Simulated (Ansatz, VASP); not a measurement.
## Two plane-wave programs on SrTiO3

```
Sr Ti O
1.0
     3.83853    0.00000    0.00000
     0.00000    3.83853    0.00000
     0.00000    0.00000    3.83853
Sr Ti O
1 1 3
Direct
  0.50000 0.50000 0.50000
  0.00000 0.00000 0.00000
  0.50000 0.00000 0.00000
  0.00000 0.50000 0.00000
  0.00000 0.00000 0.50000
```

Alike in both runs: task single point; functional PBEsol; k mesh 6 × 6 × 6; occupations gaussian, width 0.05 eV; no spin polarisation.

|  | VASP | Ansatz |
| --- | --- | --- |
| version | VASP 6.6.1 | Ansatz 0.2.0 |
| potentials or method | VASP PAW PBE potentials, release 64 (Sr_sv, Ti_sv, O), cutoff 520 eV | scalar-relativistic, plane waves, PAW |
| valence electrons in the cell | 40 | 40 |

VASP gave:

| Item | Value |
| --- | --- |
| gap on the k mesh at the Fermi level (eV) | 1.89 |
| least direct gap on the mesh (eV) | 2.21 |
| pressure (GPa) | 9.1 |

Problem. Which values does Ansatz return?

Solution. gap on the k mesh at the Fermi level (eV): 1.92; least direct gap on the mesh (eV): 2.23; pressure (GPa): 8.3.

VASP's potentials were made for PBE, not for PBEsol.
